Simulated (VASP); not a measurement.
# YS: single point with LDA

The system is YS.

```xyz
2
Lattice="0.0000 2.6733 2.6733 2.6733 0.0000 2.6733 2.6733 2.6733 0.0000" Properties=species:S:1:pos:R:3 pbc="T T T"
Y     2.6733    2.6733    2.6733
S     0.0000    0.0000    0.0000
```

* Program: VASP 6.6.1
* Task: single point
* Functional: LDA
* Potentials or basis: VASP PAW LDA potentials, release 64 (Y_sv, S)
* Cutoff: 520 eV
* k mesh: 7 × 7 × 7
* Occupations: methfessel-paxton, width 0.15 eV
* Spin: no spin polarisation

```json
{"Pressure": "4.8 GPa"}
```

Levels at points of the mesh, in eV from the Fermi level:
| k point | band 5 | band 6 | band 7 | band 8 | band 9 | band 10 | band 11 | band 12 | band 13 | band 14 |
| --- | --- | --- | --- | --- | --- | --- | --- | --- | --- | --- |
| (0.00, 0.00, 0.00) | -15.40 | -3.46 | -3.46 | -3.46 | -0.42 | -0.42 | -0.42 | 0.51 | 0.51 | 1.78 |

It took 17 s on 1 thread of Intel(R) Xeon(R) Platinum 8488C (Sapphire Rapids), on a shared host, peak memory 0.16 GiB.
